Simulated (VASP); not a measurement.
# W in VASP: notebook

Aim: see how the results for W move with the level of theory and the settings. Levels: revPBE+D3(BJ), revPBE+D4, PBE. Tasks: relaxation of cell and atoms, single point.

All numbers are computed with VASP 6.6.1; they aren't measurements. Logs are shortened: lines on timing, memory, paths and dates and some standing lists are left out, and cuts for length are marked.

**1. The cell of the first run**

It takes space group Im-3m (No. 229, cubic). Conventional cell: a = 3.165 Å, b = 3.165 Å, c = 3.165 Å, α = 90.00°, β = 90.00°, γ = 90.00°. Within 3.6 Å of W (site symmetry m-3m) lie 14 W at 2.74 to 3.16 Å.

**2. Relaxation of cell and atoms, revPBE+D3(BJ)**

The input, INCAR:

```
PREC = Accurate ; ENCUT = 600
EDIFF = 1E-6 ; ISMEAR = -1
SIGMA = 0.05 ; LREAL = F
LASPH = T ; NELM = 80
ALGO = Normal ; ISIF = 3
LWAVE = F ; LCHARG = F
GGA = RE ; IVDW = 12
IBRION = 2 ; NSW = 60
EDIFFG = -0.01
```

The input, KPOINTS:

```
Automatic mesh
0
Gamma
  12 12 12
```

The input, POSCAR:

```
W
1.0
   -1.5823450000      1.5823450000      1.5823450000
    1.5823450000     -1.5823450000      1.5823450000
    1.5823450000      1.5823450000     -1.5823450000
W
1
Direct
    0.0000000000      0.0000000000      0.0000000000
```

Potentials or basis: VASP PAW PBE potentials, release 64 (W_sv).

Started as:

```bash
$ cat potpaw_PBE.64/W_sv/POTCAR > POTCAR
$ mpirun -np 1 vasp_std > vasp.out
```

OUTCAR:

```text
PREC = Accurate
   ENCUT = 600
   EDIFF = 1E-6
   ISMEAR = -1
   LREAL = F
   LASPH = T
   NELM = 80
   ISIF = 3
   GGA = RE
   IVDW = 12
   IBRION = 2
   NSW = 60
   EDIFFG = -0.01
 IVDW          = 12

 ion  position               nearest neighbor table
   1  0.000  0.000  0.000-

  LATTYP: Found a body centered cubic cell.
 ALAT       =     3.1646900000

  Lattice vectors:

 A1 = (  -1.5823450000,   1.5823450000,   1.5823450000)
 A2 = (   1.5823450000,  -1.5823450000,   1.5823450000)
 A3 = (   1.5823450000,   1.5823450000,  -1.5823450000)

Analysis of symmetry for initial positions (statically):
=====================================================================
 Subroutine PRICEL returns:
 Original cell was already a primitive cell.

 Routine SETGRP: Setting up the symmetry group for a
 body centered cubic supercell.

 Subroutine GETGRP returns: Found 48 space group operations
 (whereof 48 operations were pure point group operations)
 out of a pool of 48 trial point group operations.

The static configuration has the point symmetry O_h .

Analysis of symmetry for dynamics (positions and initial velocities):
=====================================================================
 Subroutine PRICEL returns:
 Original cell was already a primitive cell.

 Routine SETGRP: Setting up the symmetry group for a
 body centered cubic supercell.

 Subroutine GETGRP returns: Found 48 space group operations
 (whereof 48 operations were pure point group operations)
 out of a pool of 48 trial point group operations.

The dynamic configuration has the point symmetry O_h .

 Subroutine INISYM returns: Found 48 space group operations
 (whereof 48 operations are pure point group operations),
 and found     1 'primitive' translations

----------------------------------------------------------------------------------------

                                     Primitive cell

  volume of cell :      15.8476

  direct lattice vectors                    reciprocal lattice vectors
    -1.582345000  1.582345000  1.582345000     0.000000000  0.315986716  0.315986716
     1.582345000 -1.582345000  1.582345000     0.315986716  0.000000000  0.315986716
     1.582345000  1.582345000 -1.582345000     0.315986716  0.315986716  0.000000000

  length of vectors
     2.740701935  2.740701935  2.740701935     0.446872699  0.446872699  0.446872699

  position of ions in fractional coordinates (direct lattice)
     0.000000000  0.000000000  0.000000000

  ion indices of the primitive-cell ions
   primitive index   ion index
                 1           1

----------------------------------------------------------------------------------------

 KPOINTS: Automatic mesh

Automatic generation of k-mesh.
 Grid dimensions read from file:
 generate k-points for:   12   12   12

 Generating k-lattice:

  Cartesian coordinates                     Fractional coordinates (reciprocal lattice)
     0.000000000  0.026332226  0.026332226     0.083333333  0.000000000  0.000000000
     0.026332226  0.000000000  0.026332226     0.000000000  0.083333333  0.000000000
     0.026332226  0.026332226  0.000000000     0.000000000  0.000000000  0.083333333

  Length of vectors
     0.037239392  0.037239392  0.037239392

  Shift w.r.t. Gamma in fractional coordinates (k-lattice)
     0.000000000  0.000000000  0.000000000

 Subroutine IBZKPT returns following result:
 ===========================================

 Found     72 irreducible k-points:

 Following reciprocal coordinates:
            Coordinates               Weight
  0.000000  0.000000  0.000000      1.000000
  0.083333  0.000000  0.000000     12.000000
  0.166667  0.000000  0.000000     12.000000
  0.250000  0.000000  0.000000     12.000000
  0.333333  0.000000  0.000000     12.000000
  0.416667  0.000000  0.000000     12.000000
[... 16 lines left out ...]
  0.333333  0.083333  0.083333     24.000000
  0.416667  0.083333  0.083333     12.000000
 [... further k-points ...]
   k-points           NKPTS =     72   k-points in BZ     NKDIM =     72   number of bands    NBANDS=     11
   number of dos      NEDOS =    301   number of ions     NIONS =      1
   total plane-waves  NPLWV =  13824
   dimension x,y,z NGX =    24 NGY =   24 NGZ =   24
   dimension x,y,z NGXF=    48 NGYF=   48 NGZF=   48
   ions per type =               1
   NGX,Y,Z   is equivalent  to a cutoff of  14.56, 14.56, 14.56 a.u.
   NGXF,Y,Z  is equivalent  to a cutoff of  29.12, 29.12, 29.12 a.u.
 SYSTEM =  unknown system
   PREC   = accura    normal or accurate (medium, high low for compatibility)
   ISTART =      0    job   : 0-new  1-cont  2-samecut
   ICHARG =      2    charge: 1-file 2-atom 10-const
   ISPIN  =      1    spin polarized calculation?
   LNONCOLLINEAR =      F non collinear calculations
   LSORBIT =      F    spin-orbit coupling
   LASPH  =      T    aspherical Exc in radial PAW
   ENCUT  =  600.0 eV  44.10 Ry    6.64 a.u.   5.47  5.47  5.47*2*pi/ulx,y,z
   NELM   =     80;   NELMIN=  2; NELMDL= -5     # of ELM steps
   EDIFF  = 0.1E-05   stopping-criterion for ELM
   LREAL  =      F    real-space projection
   EDIFFG = -.1E-01   stopping-criterion for IOM
   NSW    =     60    number of steps for IOM
   IBRION =      2    ionic relax: 0-MD 1-quasi-New 2-CG
   NFREE  =      1    steps in history (QN), initial steepest desc. (CG)
   ISIF   =      3    stress and relaxation
   ISYM   =      2    0-nonsym 1-usesym 2-fastsym
   POTIM  = 0.5000    time-step for ionic-motion
   TEBEG  =    0.0;   TEEND  =   0.0 temperature during run
   PSTRESS=    0.0 pullay stress
   NELECT =      14.0000    total number of electrons
   NUPDOWN=      -1.0000    fix difference up-down
   EMIN   =  10.00;   EMAX   =-10.00  energy-range for DOS
   EFERMI =   0.00;   METHOD = LEGACY
   ISMEAR =    -1;   SIGMA  =   0.05  broadening in eV -4-tet -1-fermi 0-gaus
   EFERMI_NEDOS =   21; number of points for ismear=-14 and -15
   IALGO  =     38    algorithm
   IMIX   =      4    mixing-type and parameters
     AMIX     =   0.40;   BMIX     =  1.00
     AMIX_MAG =   1.60;   BMIX_MAG =  1.00
  volume/ion in A,a.u.               =      15.85       106.94
  Fermi-wavevector in a.u.,A,eV,Ry     =   1.570832  2.968442 33.572544  2.467512
  Thomas-Fermi vector in A             =   2.672506
   LORBIT       =      0    0 simple, 1 ext, 2 COOP (PROOUT), +10 PAW based schemes
   GGA     = RE    functional components
   LHFCALC =     F    Hartree Fock is set to
   AEXX    =    0.0000 exact exchange contribution
   IVDW    =    12    specifies the selected vdW correction
   LEPSILON=     F    determine dielectric tensor
   LRPA    =     F    only Hartree local field effects (RPA)
 conjugate gradient relaxation of ions
 non-spin polarized calculation
  energy-cutoff  :      600.00
  volume of cell :       15.85
 maximum number of plane-waves:       543
 NGX is ok and might be reduce to    24
   NGX = 11   NGY = 11   NGZ = 11

--------------------------------------- Ionic step        1  -------------------------------------------

 number of electron      14.0000002 magnetization

 Free energy of the ion-electron system (eV)
  ---------------------------------------------------
  ext. energy  EPLUGINS =         0.00000000
  ---------------------------------------------------
  free energy    TOTEN  =       -12.50379162 eV

  energy without entropy =      -12.49914501  energy(sigma->0) =      -12.50146832

------------------------ aborting loop because EDIFF is reached ----------------------------------------

 Edisp (eV)   -1.25043

 E8    (eV) :    -0.9369

  FORCE on cell =-STRESS in cart. coord.  units (eV):
  Direction    XX          YY          ZZ          XY          YZ          ZX
  --------------------------------------------------------------------------------------
  -------------------------------------------------------------------------------------
  Total      -0.37320    -0.37320    -0.37320    -0.00000    -0.00000     0.00000
  in kB     -37.73049   -37.73049   -37.73049    -0.00000    -0.00000     0.00000
  external pressure =      -37.73 kB  Pullay stress =        0.00 kB
[... 59 lines left out ...]
  energy  without entropy=      -13.7221653258  energy(sigma->0) =      -13.72474692

--------------------------------------- Ionic step        3  -------------------------------------------

 number of electron      14.0000001 magnetization

 Free energy of the ion-electron system (eV)
  ---------------------------------------------------
  ext. energy  EPLUGINS =         0.00000000
  ---------------------------------------------------
  free energy    TOTEN  =       -12.49077240 eV

  energy without entropy =      -12.48591585  energy(sigma->0) =      -12.48834413

 E-fermi :  11.5957     XC(G=0): -13.6724

 val. band max:       11.5581995856   @ k =   0.4167   0.0833   0.0000
 cond. band min:      11.6080290297   @ k =  -0.1667   0.1667   0.0833
 fundamental gap:      0.0498294441
 Fermi energy:        11.5957236777

 k-point     1 :       0.0000    0.0000    0.0000
  band No.  band energies     occupation
      1     -62.5102      2.00000
      2     -26.0514      2.00000
      3     -26.0514      2.00000
      4     -26.0514      2.00000
      5       1.9753      2.00000
      6      10.4344      2.00000
      7      10.4344      2.00000
      8      10.4344      2.00000
      9      13.9839      0.00000
     10      13.9839      0.00000
     11      26.2015      0.00000
[... 309 lines left out ...]
 k-point    24 :       0.4167    0.0833    0.0833
  band No.  band energies     occupation
      1     -62.3663      2.00000
      2     -27.3003      2.00000
      3     -26.5471      2.00000
      4     -26.1493      2.00000
      5       6.0010      2.00000
      6       8.0144      2.00000
      7      11.4141      1.94849
      8      14.1358      0.00000
      9      14.9221      0.00000
     10      19.2196      0.00000
     11      21.7960      0.00000

 [... further k-points ...]

------------------------ aborting loop because EDIFF is reached ----------------------------------------

 Edisp (eV)   -1.26570

 E8    (eV) :    -0.9484

  FORCE on cell =-STRESS in cart. coord.  units (eV):
  Direction    XX          YY          ZZ          XY          YZ          ZX
  --------------------------------------------------------------------------------------
  -------------------------------------------------------------------------------------
  Total      -0.00706    -0.00706    -0.00706     0.00000     0.00000    -0.00000
  in kB      -0.72190    -0.72190    -0.72190     0.00000     0.00000    -0.00000
  external pressure =       -0.72 kB  Pullay stress =        0.00 kB
[... 16 lines left out ...]
  FREE ENERGIE OF THE ION-ELECTRON SYSTEM (eV)
  ---------------------------------------------------
  free  energy   TOTEN  =       -13.7564720325 eV

  energy  without entropy=      -13.7516154859  energy(sigma->0) =      -13.75404376

 reached required accuracy - stopping structural energy minimisation
```

Run time: 10 s. Hardware: 1 thread of Intel Xeon 6975P-C (Granite Rapids), shared host; peak memory 0.16 GiB.

Results:

- Free energy: -13.7565 eV
- Relaxed volume: 15.66 Å³/atom
- Relaxed cell: a = 2.730 Å, b = 2.730 Å, c = 2.730 Å, α = 109.47°, β = 109.47°, γ = 109.47°
- Space group after relaxing (to 0.1 Å): Im-3m (No. 229)
- Energy gained by relaxing: 2.3 meV/atom
- Ionic steps: 3
- Pressure after relaxing: -0.1 GPa
- Band gap on the k mesh: zero (bands 7 and 8 overlap by 6.50 eV)
- Dispersion energy per atom: -1.266 eV

The path:
```
step  energy change (eV)  largest force (eV/Å)  pressure (GPa)  volume (Å³)
   1              0.0000                0.0000           -3.77        15.85
   2              0.0269                0.0000           14.86        15.01
   3             -0.0023                0.0000           -0.07        15.66
```

Final structure:
```yaml
crystal:
  lattice:
    - [-1.57613, 1.57613, 1.57613]
    - [1.57613, -1.57613, 1.57613]
    - [1.57613, 1.57613, -1.57613]
  atoms:
    - { symbol: W, position: [0.00000, 0.00000, 0.00000] }
```

Caveat: the PAW data sets were made with another functional, which shifts forces and pressure a little; spin-orbit coupling is left out, which moves the levels of the heavy elements.

[end of part 1 of 2]
